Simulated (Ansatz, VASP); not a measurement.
**NiI3: VASP beside Ansatz**

INCAR

```
ALGO = Normal ; EDIFF = 1E-7
ENCUT = 520 ; GGA = PS
ISIF = 2 ; ISMEAR = 0
ISPIN = 2 ; LASPH = T
LCHARG = F ; LMAXMIX = 4
LORBIT = 11 ; LREAL = F
LWAVE = F ; MAGMOM = 0.05 0 0 0
NBANDS = 28 ; NELM = 150
PREC = Accurate ; SIGMA = 0.05
```

File KPOINTS:

```
k-points
0
Gamma
  6 6 6
```

The input POSCAR:

```
NiI3
1.0
    5.2278904648      0.0000000000      0.0000000000
    0.0000000000      5.2278904648      0.0000000000
    0.0000000000      0.0000000000      5.2278904648
Ni I
1 3
Direct
    0.0000000000      0.0000000000      0.0000000000
    0.5000000000      0.0000000000      0.0000000000
    0.0000000000      0.0000000000      0.5000000000
    0.0000000000      0.5000000000      0.0000000000
```

Input for Ansatz:

```yaml
crystal:
  lattice:
    - [5.2278904648, 0.0, 0.0]
    - [0.0, 5.2278904648, 0.0]
    - [0.0, 0.0, 5.2278904648]
  atoms:
    - { symbol: Ni, position: [0.0, 0.0, 0.0], spin: 0.05 }
    - { symbol: I, position: [0.5, 0.0, 0.0] }
    - { symbol: I, position: [0.0, 0.0, 0.5] }
    - { symbol: I, position: [0.0, 0.5, 0.0] }
basis:
  ecutwfc: 420
  ecutrho_ratio: 4
kpoints:
  mp_grid: { grid: [6, 6, 6] }
hamiltonian:
  xc: pbesol
scf:
  occupations: { method: gaussian, width: 0.05 }
output:
  forces: true
  stress: true
  eigenvalues: true
  populations: true
magnetization:
  spin_polarized: true
```

Alike in both runs: task single point; functional PBEsol; k mesh 6 × 6 × 6; occupations gaussian, width 0.05 eV; collinear spin.

|  | VASP | Ansatz |
| --- | --- | --- |
| version | VASP 6.6.1 | Ansatz 0.2.0 |
| potentials or method | VASP PAW PBE potentials, release 64 (Ni, I), cutoff 520 eV | scalar-relativistic, plane waves, PAW |
| valence electrons in the cell | 31 | 69 |

Ansatz gave:

| Quantity | Value |
| --- | --- |
| gap on the k mesh at the Fermi level (eV) | none |
| pressure (GPa) | 0.0 |
| net moment per atom (μB) | 0.05 |
| size of the moment on the site where the two differ most (μB) | 0.05 |

Problem. What did VASP give for the same quantities?

Solution. gap on the k mesh at the Fermi level (eV): none; pressure (GPa): 0.0; net moment per atom (μB): 0.00; size of the moment on the site where the two differ most (μB): 0.00.

VASP's potentials were made for PBE, not for PBEsol. Site moments also hang on the region over which each program counts them. A gap of «none» marks a metal or a gap that the smearing closes. VASP's potentials hold 31 valence electrons a cell and Ansatz's 69, so a difference there can come from the potentials and not from the codes.

Spin-orbit coupling is off throughout.
